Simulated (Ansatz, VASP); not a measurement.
# Si2P3: VASP beside Ansatz

```
CELL_PARAMETERS angstrom
3.46504 0.00000 0.00000
-1.73252 3.00081 0.00000
0.00000 0.00000 7.74795
ATOMIC_POSITIONS crystal
Si 0.33333 0.66667 0.19876
Si 0.66667 0.33333 0.80124
P 0.00000 0.00000 0.00000
P 0.33333 0.66667 0.64555
P 0.66667 0.33333 0.35445
```

Alike in both runs: task relaxation of cell and atoms; functional PBE; k mesh 12 × 12 × 6; occupations gaussian, width 0.1 eV; no spin polarisation.

|  | VASP | Ansatz |
| --- | --- | --- |
| version | VASP 6.6.1 | Ansatz 0.2.0 |
| potentials or method | VASP PAW PBE potentials, release 64 (Si, P), cutoff 600 eV | scalar-relativistic, plane waves, PAW |
| valence electrons in the cell | 23 | 23 |

|  | VASP | Ansatz | Ansatz less VASP |
| --- | --- | --- | --- |
| gap on the k mesh at the Fermi level, each at its own relaxed structure (eV) | none | none | - |
| relaxed volume (Å³/atom) | 16.19 | 16.17 | -0.015 |
| relaxed cell length with the largest relative difference (Å) | 7.783 | 7.774 | -0.0090 |

A gap of «none» marks a metal or a gap that the smearing closes.
